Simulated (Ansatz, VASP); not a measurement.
CsMgBiO3: VASP beside Ansatz

```
CELL_PARAMETERS angstrom
3.20701 1.85157 3.89387
-3.20701 1.85157 3.89387
0.00000 -3.70314 3.89387
ATOMIC_POSITIONS crystal
Cs 0.90541 0.90541 0.90541
Mg 0.30893 0.30893 0.30893
Bi 0.56841 0.56841 0.56841
O 0.49305 0.98094 0.49305
O 0.49305 0.49305 0.98094
O 0.98094 0.49305 0.49305
```

Alike in both runs: functional PBE; dispersion D4; k mesh 4 × 4 × 4; occupations fermi-dirac, width 0.01 eV; no spin polarisation.

Ansatz relaxed the structure, and its values are those at the end. VASP's run is a single point on that final structure, the one shown.

|  | VASP | Ansatz |
| --- | --- | --- |
| version | VASP 6.6.1 | Ansatz 0.2.0 |
| potentials or method | VASP PAW PBE potentials, release 64 (Cs_sv, Mg, Bi_d, O) | plane waves, PAW |
| plane-wave cutoff (eV) | 600 | 420 |
| valence electrons in the cell | 44 | 52 |

Ansatz gave:

```
pressure (GPa)                     : 0.0
rms of the force components (eV/Å) : 0.001
```

Problem. What did VASP give for the same quantities?

Solution. Pressure (GPa): 0.0; rms of the force components (eV/Å): 0.031.

VASP's potentials hold 44 valence electrons a cell and Ansatz's 52, so a difference there can come from the potentials and not from the codes.

Spin-orbit coupling is off throughout.
